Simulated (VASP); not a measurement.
# C (P-1) in VASP: a series of runs

C is run at these levels: PBEsol+D3(BJ); tasks: single point.

All numbers are computed with VASP 6.6.1; they aren't measurements. Logs are shortened: lines on timing, memory, paths and dates and some standing lists are left out, and cuts for length are marked.

## Step 1: The cell of the first run

The typed cell holds 10 atoms: a = 3.577 Å, b = 2.458 Å, c = 10.965 Å, α = 98.60°, β = 83.49°, γ = 90.00°.

## Step 2: Single point, PBEsol+D3(BJ) (the part above a cut slid along it)

INCAR

```
PREC = Accurate ; ENCUT = 520
EDIFF = 1E-6 ; ISMEAR = 0
SIGMA = 0.05 ; LREAL = F
LASPH = T ; NELM = 80
ALGO = Normal ; ISIF = 2
LWAVE = F ; LCHARG = T
GGA = PS ; IVDW = 12
LELF = T ; LVHAR = T
NBANDS = 31
```

KPOINTS

```
regular mesh
0
Gamma
  8 11 3
```

POSCAR

```
C
1.0
    0.0000000000      1.4191802056     -3.2829684911
   -2.4580922212      0.0000000000      0.0000000000
    1.6387281475     10.3791074800      3.1326047255
C
10
Direct
    0.4504083226      0.1241110063      0.7861665095
    0.7579271595      0.6402976862      0.0604465293
    0.9310474502      0.2612510162      0.2418765244
    0.1041677410      0.8822043463      0.4233065194
    0.2772880318      0.5031576763      0.6047365144
    0.8151931313      0.1806556438      0.1209834657
   -0.0116865779      0.8016089738      0.3024134607
    0.1614337129      0.4225623038      0.4838434558
    0.3345540036      1.0435156339      0.6652734508
    0.5076742944      0.6644689639      0.8467034458
```

Potentials or basis: VASP PAW PBE potentials, release 64 (C).

Command:

```console
> cat potpaw_PBE.64/C/POTCAR > POTCAR
> mpirun -np 1 vasp_std > vasp.out
```

OUTCAR:

```text
PREC = Accurate
   ENCUT = 520
   EDIFF = 1E-6
   ISMEAR = 0
   LREAL = F
   LASPH = T
   NELM = 80
   ISIF = 2
   GGA = PS
   IVDW = 12
 IVDW          = 12

 ion  position               nearest neighbor table
   1  0.450  0.124  0.786-  10 1.42  10 1.42   9 1.42
   2  0.758  0.640  0.060-   6 1.42   6 1.42
   3  0.931  0.261  0.242-   7 1.42   7 1.42   6 1.42
   4  0.104  0.882  0.423-   8 1.42   7 1.42   8 1.42
   5  0.277  0.503  0.605-   8 1.42   9 1.42   9 1.42
   6  0.815  0.181  0.121-   2 1.42   2 1.42   3 1.42
   7  0.988  0.802  0.302-   3 1.42   3 1.42   4 1.42
   8  0.161  0.423  0.484-   5 1.42   4 1.42   4 1.42
   9  0.335  0.044  0.665-   5 1.42   5 1.42   1 1.42
  10  0.508  0.664  0.847-   1 1.42   1 1.42

  LATTYP: Found a triclinic cell.
 ALAT       =     3.5765842042
 B/A-ratio  =     1.2134022927
 C/A-ratio  =     3.0656887601
 COS(alpha) =     0.0087724419
 COS(beta)  =     0.1133609782
 COS(gamma) =     0.8241289851

  Lattice vectors:

 A1 = (   0.0000000000,   1.4191802056,  -3.2829684911)
 A2 = (  -2.4580922212,   1.4191802056,  -3.2829684911)
 A3 = (   1.6387281475,  10.3791074800,   3.1326047255)

Analysis of symmetry for initial positions (statically):
=====================================================================
 Subroutine PRICEL returns:
 Original cell was already a primitive cell.

 Routine SETGRP: Setting up the symmetry group for a
 triclinic supercell.

 Subroutine GETGRP returns: Found  2 space group operations
 (whereof  1 operations were pure point group operations)
 out of a pool of  2 trial point group operations.

The static configuration has the point symmetry C_1 .
 The point group associated with its full space group is S_2 .

Analysis of symmetry for dynamics (positions and initial velocities):
=====================================================================
 Subroutine PRICEL returns:
 Original cell was already a primitive cell.

 Routine SETGRP: Setting up the symmetry group for a
 triclinic supercell.

 Subroutine GETGRP returns: Found  2 space group operations
 (whereof  1 operations were pure point group operations)
 out of a pool of  2 trial point group operations.

The dynamic configuration has the point symmetry C_1 .
 The point group associated with its full space group is S_2 .

 Subroutine INISYM returns: Found  2 space group operations
 (whereof  1 operations are pure point group operations),
 and found     1 'primitive' translations

----------------------------------------------------------------------------------------

                                     Primitive cell

  volume of cell :      94.6857

  direct lattice vectors                    reciprocal lattice vectors
     0.000000000  1.419180206 -3.282968491     0.000000000  0.081324082 -0.269447141
    -2.458092221  0.000000000  0.000000000    -0.406819562  0.056818403  0.024561781
     1.638728147 10.379107480  3.132604725     0.000000000  0.085227605  0.036842672

  length of vectors
     3.576584204  2.458092221 10.964693994     0.281452248  0.411501844  0.092850025

  position of ions in fractional coordinates (direct lattice)
     0.450408323  0.124111006  0.786166509
     0.757927159  0.640297686  0.060446529
     0.931047450  0.261251016  0.241876524
     0.104167741  0.882204346  0.423306519
     0.277288032  0.503157676  0.604736514
     0.815193131  0.180655644  0.120983466
     0.988313422  0.801608974  0.302413461
     0.161433713  0.422562304  0.483843456
     0.334554004  0.043515634  0.665273451
     0.507674294  0.664468964  0.846703446

  ion indices of the primitive-cell ions
   primitive index   ion index
                 1           1
                 2           2
                 3           3
                 4           4
                 5           5
                 6           6
                 7           7
                 8           8
                 9           9
                10          10

----------------------------------------------------------------------------------------

 KPOINTS: regular mesh

Automatic generation of k-mesh.
 Grid dimensions read from file:
 generate k-points for:    8   11    3

 Generating k-lattice:

  Cartesian coordinates                     Fractional coordinates (reciprocal lattice)
     0.000000000  0.010165510 -0.033680893     0.125000000  0.000000000  0.000000000
    -0.036983597  0.005165309  0.002232889     0.000000000  0.090909091  0.000000000
     0.000000000  0.028409202  0.012280891     0.000000000  0.000000000  0.333333333

  Length of vectors
     0.035181531  0.037409259  0.030950008

  Shift w.r.t. Gamma in fractional coordinates (k-lattice)
     0.000000000  0.000000000  0.000000000

 Subroutine IBZKPT returns following result:
 ===========================================

 Found    133 irreducible k-points:

 Following reciprocal coordinates:
            Coordinates               Weight
  0.000000  0.000000  0.000000      1.000000
  0.125000  0.000000  0.000000      2.000000
  0.250000  0.000000  0.000000      2.000000
  0.375000  0.000000  0.000000      2.000000
  0.500000  0.000000  0.000000      1.000000
 -0.000000  0.090909 -0.000000      2.000000
[... 16 lines left out ...]
  0.125000  0.272727  0.000000      2.000000
  0.250000  0.272727 -0.000000      2.000000
 [... further k-points ...]
   k-points           NKPTS =    133   k-points in BZ     NKDIM =    133   number of bands    NBANDS=     31
   number of dos      NEDOS =    301   number of ions     NIONS =     10
   total plane-waves  NPLWV =  42336
   dimension x,y,z NGX =    28 NGY =   18 NGZ =   84
   dimension x,y,z NGXF=    56 NGYF=   36 NGZF=  168
   ions per type =              10
   NGX,Y,Z   is equivalent  to a cutoff of  13.01, 12.17, 12.74 a.u.
   NGXF,Y,Z  is equivalent  to a cutoff of  26.03, 24.35, 25.47 a.u.
 SYSTEM =  unknown system
   PREC   = accura    normal or accurate (medium, high low for compatibility)
   ISTART =      0    job   : 0-new  1-cont  2-samecut
   ICHARG =      2    charge: 1-file 2-atom 10-const
   ISPIN  =      1    spin polarized calculation?
   LNONCOLLINEAR =      F non collinear calculations
   LSORBIT =      F    spin-orbit coupling
   LASPH  =      T    aspherical Exc in radial PAW
   ENCUT  =  520.0 eV  38.22 Ry    6.18 a.u.   6.65  4.57 20.39*2*pi/ulx,y,z
   NELM   =     80;   NELMIN=  2; NELMDL= -5     # of ELM steps
   EDIFF  = 0.1E-05   stopping-criterion for ELM
   LREAL  =      F    real-space projection
   EDIFFG = 0.1E-04   stopping-criterion for IOM
   NSW    =      0    number of steps for IOM
   IBRION =     -1    ionic relax: 0-MD 1-quasi-New 2-CG
   NFREE  =      0    steps in history (QN), initial steepest desc. (CG)
   ISIF   =      2    stress and relaxation
   ISYM   =      2    0-nonsym 1-usesym 2-fastsym
   POTIM  = 0.5000    time-step for ionic-motion
   TEBEG  =    0.0;   TEEND  =   0.0 temperature during run
   PSTRESS=    0.0 pullay stress
   NELECT =      40.0000    total number of electrons
   NUPDOWN=      -1.0000    fix difference up-down
   EMIN   =  10.00;   EMAX   =-10.00  energy-range for DOS
   EFERMI =   0.00;   METHOD = LEGACY
   ISMEAR =     0;   SIGMA  =   0.05  broadening in eV -4-tet -1-fermi 0-gaus
   EFERMI_NEDOS =   21; number of points for ismear=-14 and -15
   IALGO  =     38    algorithm
   IMIX   =      4    mixing-type and parameters
     AMIX     =   0.40;   BMIX     =  1.00
     AMIX_MAG =   1.60;   BMIX_MAG =  1.00
  volume/ion in A,a.u.               =       9.47        63.90
  Fermi-wavevector in a.u.,A,eV,Ry     =   1.228382  2.321305 20.530121  1.508921
  Thomas-Fermi vector in A             =   2.363309
   LORBIT       =      0    0 simple, 1 ext, 2 COOP (PROOUT), +10 PAW based schemes
   GGA     = PS    functional components
   LHFCALC =     F    Hartree Fock is set to
   AEXX    =    0.0000 exact exchange contribution
   IVDW    =    12    specifies the selected vdW correction
   LEPSILON=     F    determine dielectric tensor
   LRPA    =     F    only Hartree local field effects (RPA)
 non-spin polarized calculation
 Gauss-broadening in eV      SIGMA  =   0.05
  energy-cutoff  :      520.00
  volume of cell :       94.69
 maximum number of plane-waves:      2575
   NGX = 13   NGY =  9   NGZ = 41

 number of electron      40.0000000 magnetization

 Free energy of the ion-electron system (eV)
  ---------------------------------------------------
  ext. energy  EPLUGINS =         0.00000000
  ---------------------------------------------------
  free energy    TOTEN  =       -91.19395721 eV

  energy without entropy =      -91.19188057  energy(sigma->0) =      -91.19291889

 E-fermi :   3.7214     XC(G=0): -10.3046

 val. band max:        3.6994037376   @ k =   0.2500  -0.3636   0.3333
 cond. band min:       3.7361090972   @ k =  -0.2500  -0.4545   0.3333
 fundamental gap:      0.0367053596
 Fermi energy:         3.7214418629

 k-point     1 :       0.0000    0.0000    0.0000
  band No.  band energies     occupation
      1     -15.7038      2.00000
      2     -15.0259      2.00000
      3     -13.9865      2.00000
      4     -12.3830      2.00000
      5     -10.9537      2.00000
      6      -7.9570      2.00000
[... 23 lines left out ...]
     30      12.0214      0.00000
     31      12.4324      0.00000

 k-point     2 :       0.1250    0.0000    0.0000
  band No.  band energies     occupation
      1     -15.6591      2.00000
      2     -14.9919      2.00000
      3     -13.9570      2.00000
      4     -12.3851      2.00000
      5     -10.9436      2.00000
      6      -8.0009      2.00000
[... 23 lines left out ...]
     30      12.1020      0.00000
     31      12.8245      0.00000

 k-point     3 :       0.2500    0.0000    0.0000
  band No.  band energies     occupation
      1     -15.5445      2.00000
      2     -14.9089      2.00000
      3     -13.8831      2.00000
      4     -12.4000      2.00000
      5     -10.9157      2.00000
      6      -8.1125      2.00000
[... 23 lines left out ...]
     30      12.7085      0.00000
     31      12.8599      0.00000

 k-point     4 :       0.3750    0.0000    0.0000
  band No.  band energies     occupation
      1     -15.4185      2.00000
      2     -14.8260      2.00000
      3     -13.8034      2.00000
      4     -12.4320      2.00000
      5     -10.8818      2.00000
      6      -8.2322      2.00000
[... 23 lines left out ...]
     30      12.8885      0.00000
     31      13.1854      0.00000

 k-point     5 :       0.5000    0.0000    0.0000
  band No.  band energies     occupation
      1     -15.3620      2.00000
      2     -14.7924      2.00000
      3     -13.7680      2.00000
      4     -12.4514      2.00000
      5     -10.8654      2.00000
      6      -8.2843      2.00000
[... 23 lines left out ...]
     30      13.3258      0.00000
     31      13.5746      0.00000
[... 542 lines left out ...]
     30      12.9979      0.00000
     31      13.2218      0.00000

 k-point    22 :       0.0000    0.2727    0.0000
  band No.  band energies     occupation
      1     -14.3736      2.00000
      2     -13.7257      2.00000
      3     -12.6742      2.00000
      4     -11.2019      2.00000
      5      -9.7364      2.00000
      6      -7.5199      2.00000
[... 23 lines left out ...]
     30      12.6687      0.00000
     31      13.0361      0.00000

 k-point    23 :       0.1250    0.2727    0.0000
  band No.  band energies     occupation
      1     -14.3310      2.00000
      2     -13.6983      2.00000
      3     -12.6371      2.00000
      4     -11.2238      2.00000
      5      -9.7015      2.00000
      6      -7.5543      2.00000
[... 23 lines left out ...]
     30      12.6524      0.00000
     31      12.9806      0.00000

 k-point    24 :       0.2500    0.2727   -0.0000
  band No.  band energies     occupation
      1     -14.2247      2.00000
      2     -13.6222      2.00000
      3     -12.5683      2.00000
      4     -11.2348      2.00000
      5      -9.6821      2.00000
      6      -7.5822      2.00000
[... 23 lines left out ...]
     30      12.7743      0.00000
     31      13.7930      0.00000

 [... further k-points ...]

------------------------ aborting loop because EDIFF is reached ----------------------------------------

 Edisp (eV)   -1.07408

 E8    (eV) :    -0.5225

  FORCE on cell =-STRESS in cart. coord.  units (eV):
  Direction    XX          YY          ZZ          XY          YZ          ZX
  --------------------------------------------------------------------------------------
  -------------------------------------------------------------------------------------
  Total      -1.88846    -7.45659    -0.50036    -2.04279     0.17531    -0.10295
  in kB     -31.95468  -126.17289    -8.46657   -34.56602     2.96639    -1.74194
  external pressure =      -55.53 kB  Pullay stress =        0.00 kB

 VOLUME and BASIS-vectors are now :
 -----------------------------------------------------------------------------
  energy-cutoff  :      520.00
  volume of cell :       94.69
      direct lattice vectors                 reciprocal lattice vectors
     0.000000000  1.419180206 -3.282968491     0.000000000  0.081324082 -0.269447141
    -2.458092221  0.000000000  0.000000000    -0.406819562  0.056818403  0.024561781
     1.638728147 10.379107480  3.132604725     0.000000000  0.085227605  0.036842672

 POSITION                                       TOTAL-FORCE (eV/Angst)
 -----------------------------------------------------------------------------------
      0.98324      8.79892      0.98407        -0.095891      3.097039     -0.035879
     -1.47486      1.70302     -2.29890        -0.727195     -0.339813     -0.008995
     -0.24581      3.83179     -2.29890        -0.070385      0.880080     -0.002833
     -1.47486      4.54138      0.98407         0.004470      0.319930      0.020841
     -0.24581      6.67015      0.98407         0.003770      0.425778      0.020112
     -0.24581      2.41261     -2.29726         0.095891     -3.097039      0.035879
     -1.47486      4.54138     -2.29726        -0.003770     -0.425778     -0.020112
     -0.24581      5.25097      0.98571        -0.004470     -0.319930     -0.020841
      0.98324      7.37974      0.98571         0.070385     -0.880080      0.002833
     -0.24581      9.50851      0.98571         0.727195      0.339813      0.008995
 -----------------------------------------------------------------------------------
    total drift:                               -0.000000      0.000003     -0.000004

  FREE ENERGIE OF THE ION-ELECTRON SYSTEM (eV)
  ---------------------------------------------------
  free  energy   TOTEN  =       -92.2680404053 eV

  energy  without entropy=      -92.2659637661  energy(sigma->0) =      -92.26700209
```

Run time: 2.7 min. Hardware: 1 thread of Intel Xeon 6975P-C (Granite Rapids), shared host; peak memory 0.36 GiB.

Results:

```yaml
Free_energy: -92.2680 eV
Pressure: -5.6 GPa
Largest_force: 3.099 eV/Å
Band_gap_on_the_k_mesh: zero (bands 20 and 21 overlap by 0.21 eV)
Dispersion_energy_per_atom: -0.107 eV
```

Forces on the atoms (eV/Å):
```
C   -0.096  3.097 -0.036
C   -0.727 -0.340 -0.009
C   -0.070  0.880 -0.003
C    0.004  0.320  0.021
C    0.004  0.426  0.020
C    0.096 -3.097  0.036
C   -0.004 -0.426 -0.020
C   -0.004 -0.320 -0.021
C    0.070 -0.880  0.003
C    0.727  0.340  0.009
```

Stress tensor (GPa, compression positive):
```
 -3.20  -3.46  -0.17
 -3.46 -12.62   0.30
 -0.17   0.30  -0.85
```

Caveat: the cell differs from its parent crystal (the part above a cut slid along it); the stress differs along the axes, from -13 to -1 GPa; the PAW data sets were made with another functional, which shifts forces and pressure a little.

## Step 3: Single point, PBEsol+D3(BJ) (the part above a cut slid along it)

INCAR

```
SYSTEM = C
PREC = Accurate ; ENCUT = 520
EDIFF = 1E-7 ; ISMEAR = 0
SIGMA = 0.05 ; LREAL = .False.
LASPH = .True. ; NELM = 60
ALGO = Normal ; ISIF = 2
LWAVE = .False. ; LCHARG = .False.
GGA = PS ; IVDW = 12
NBANDS = 31
```

KPOINTS

```
Automatic mesh
0
Gamma
  8 11 3
  0 0 0
```

POSCAR

```
C
1.0
    0.0000000000      1.4191802056     -3.2829684911
   -2.4580922212      0.0000000000      0.0000000000
    3.2774562949     11.3252276170      0.9439590647
C
10
Direct
   -0.0737026837      0.6482220126      0.7861665095
    0.7176294732      0.6805953725      0.0604465293
    0.7697964340      0.4225020325      0.2418765244
   -0.1780366053      1.1644086925      0.4233065194
   -0.1258696445      0.9063153526      0.6047365144
    0.7345374875      0.2613112876      0.1209834657
   -0.2132955517      1.0032179476      0.3024134607
   -0.1611285910      0.7451246077      0.4838434558
   -0.1089616302      1.4870312677      0.6652734508
   -0.0567946695      1.2289379278      0.8467034458
```

Potentials or basis: VASP PAW PBE potentials, release 64 (C).

Command:

```console
> cat potpaw_PBE.64/C/POTCAR > POTCAR
> mpirun -np 1 vasp_std > vasp.out
```

Wall time 3.2 min (1 thread of Intel Xeon 6975P-C (Granite Rapids), shared host); peak memory 0.37 GiB.

It converged, with:

```yaml
Free_energy: -92.9286 eV
Pressure: -5.7 GPa
Largest_force: 2.586 eV/Å
Band_gap_on_the_k_mesh: zero (bands 20 and 21 overlap by 0.11 eV)
Dispersion_energy_per_atom: -0.107 eV
```

Forces on the atoms (eV/Å):
```
C    0.166  2.563  0.298
C    1.269 -1.005 -1.831
C    0.136  0.733  0.392
C    0.013  0.258 -0.032
C    0.012  0.350  0.011
C   -0.166 -2.563 -0.298
C   -0.012 -0.350 -0.011
C   -0.013 -0.258  0.032
C   -0.136 -0.733 -0.392
C   -1.269  1.005  1.831
```

Stress tensor (GPa, compression positive):
```
 -2.72   5.09   2.01
  5.09 -11.06  -4.60
  2.01  -4.60  -3.31
```

Levels at points of the mesh, in eV from the Fermi level:
```
           k point  band 18  band 19  band 20  band 21  band 22  band 23
(0.00, 0.00, 0.00)    -3.12    -3.08    -1.75     1.47     2.23     4.49
(0.50, 0.00, 0.00)    -3.14    -2.82    -1.71     1.45     3.11     4.80
```

Caveat: the cell differs from its parent crystal (the part above a cut slid along it); the stress differs along the axes, from -11 to -3 GPa; the PAW data sets were made with another functional, which shifts forces and pressure a little.

The gap in the log of VASP goes by the Fermi energy; the results here count the filled bands.